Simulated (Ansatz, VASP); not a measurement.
**Two plane-wave programs on ZrO5**

File INCAR:

```
ALGO = Normal
EDIFF = 1E-7
EDIFFG = -0.01
ENCUT = 600
GGA = PE
IBRION = 2
ISIF = 3
ISMEAR = 0
LASPH = True
LCHARG = False
LREAL = False
LWAVE = False
NELM = 100
NSW = 100
PREC = Accurate
SIGMA = 0.1
```

File KPOINTS:

```
k-points
0
Gamma
  12 12 8
```

POSCAR

```
ZrO5
1.0
    3.7304645853      0.0000000000      0.0000000000
   -1.8652322927      3.2306770988      0.0000000000
    0.0000000000      0.0000000000      5.5973202835
Zr O
1 5
Direct
    0.0000000000      0.0000000000      0.0000000000
    0.5000000000      0.0000000000      0.5000000000
    0.5000000000      0.5000000000      0.5000000000
    0.0000000000      0.5000000000      0.5000000000
    0.3333333333      0.6666666667      0.0000000000
    0.6666666667      0.3333333333      0.0000000000
```

Input for Ansatz:

```yaml
crystal:
  lattice:
    - [3.7304645853, 0.0, 0.0]
    - [-1.8652322927, 3.2306770988, 0.0]
    - [0.0, 0.0, 5.5973202835]
  atoms:
    - { symbol: Zr, position: [0.0, 0.0, 0.0] }
    - { symbol: O, position: [0.5, 0.0, 0.5] }
    - { symbol: O, position: [0.5, 0.5, 0.5] }
    - { symbol: O, position: [0.0, 0.5, 0.5] }
    - { symbol: O, position: [0.3333333333, 0.6666666667, 0.0] }
    - { symbol: O, position: [0.6666666667, 0.3333333333, 0.0] }
basis:
  ecutwfc: 420
kpoints:
  mp_grid: { grid: [12, 12, 8] }
hamiltonian:
  xc: pbe
scf:
  occupations: { method: gaussian, width: 0.1 }
output:
  forces: true
  stress: true
  eigenvalues: true
  write_density: true
  write_potential: true
  elf: true
  volumetric_format: npy
relax:
  adjacent_minimum: "off"
  f_tol: 0.01
  max_steps: 80
  cell: { stress_tol: 0.05 }
```

Change from the starting cell: species swapped into the YCu5 type (P6/mmm, No. 191).

Alike in both runs: task relaxation of cell and atoms; functional PBE; k mesh 12 × 12 × 8; occupations gaussian, width 0.1 eV; no spin polarisation.

|  | VASP | Ansatz |
| --- | --- | --- |
| version | VASP 6.6.1 | Ansatz 0.2.0 |
| potentials or method | VASP PAW PBE potentials, release 64 (Zr_sv, O), cutoff 600 eV | scalar-relativistic, plane waves, PAW |
| valence electrons in the cell | 42 | 42 |

Ansatz gave:

```
gap on the k mesh at the Fermi level, each at its own relaxed structure (eV) : none
relaxed volume (Å³/atom)                                                     : 11.30
relaxed length of the cell vector where the two differ most in proportion (Å)              : 5.614
```

Which values does VASP return?

gap on the k mesh at the Fermi level, each at its own relaxed structure (eV): none; relaxed volume (Å³/atom): 11.24; relaxed length of the cell vector where the two differ most in proportion (Å): 5.583.

A gap of «none» marks a metal or a gap that the smearing closes.
